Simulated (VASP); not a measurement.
Input of a VASP 6.6.1 run:

INCAR

```
SYSTEM = HfS2
PREC     = Accurate       ! precision mode
ENCUT    = 500            ! plane-wave cutoff, eV
EDIFF    = 1E-7           ! SCF threshold, eV
ISMEAR   = 0              ! smearing method
SIGMA    = 0.02           ! smearing width, eV
LREAL    = .FALSE.        ! projectors in reciprocal space
LASPH    = .TRUE.         ! aspherical terms in the spheres
NELM     = 120            ! most SCF steps
ALGO     = Normal         ! electronic algorithm
ISIF     = 3              ! what is computed and relaxed
LWAVE    = .FALSE.        ! write WAVECAR
LCHARG   = .FALSE.        ! write CHGCAR
GGA      = PS             ! functional
IVDW     = 12             ! dispersion correction
IBRION   = 2              ! ionic algorithm
NSW      = 100            ! ionic steps
EDIFFG   = -0.005         ! ionic threshold
GGA_COMPAT= .FALSE.      
NELMIN   = 4
```

File KPOINTS:

```
regular mesh
0
G
  12 12 6
  0 0 0
```

The input POSCAR:

```
HfS2
1.0
    3.5473188598      0.0000000000      0.0000000000
   -1.7736594299      3.0720682479      0.0000000000
    0.0000000000      0.0000000000      5.5779095738
Hf S
1 2
Direct
    0.0000000000      0.0000000000      0.0000000000
    0.6666666667      0.3333333333      0.7381210769
    0.3333333333      0.6666666667      0.2618789231
```

Potentials or basis: VASP PAW PBE potentials, release 64 (Hf_pv, S).

Command:

```sh
$ cat potpaw_PBE.64/Hf_pv/POTCAR potpaw_PBE.64/S/POTCAR > POTCAR
$ mpirun -np 1 vasp_std > vasp.out
```

(1) Predict the band gap on the k mesh.

(2) Predict the relaxed volume.

(3) Predict the relaxed cell.

## Answers

(1) 0.48 eV (least direct gap 1.52 eV).

(2) 20.19 Å³/atom.

(3) a = 3.543 Å, b = 3.543 Å, c = 5.572 Å, α = 90.00°, β = 90.00°, γ = 120.00°.

Caveat: semilocal functionals underestimate gaps, and a narrow one can read as zero; the PAW data sets were made with another functional, which shifts forces and pressure a little; spin-orbit coupling is left out, which moves the levels of the heavy elements.
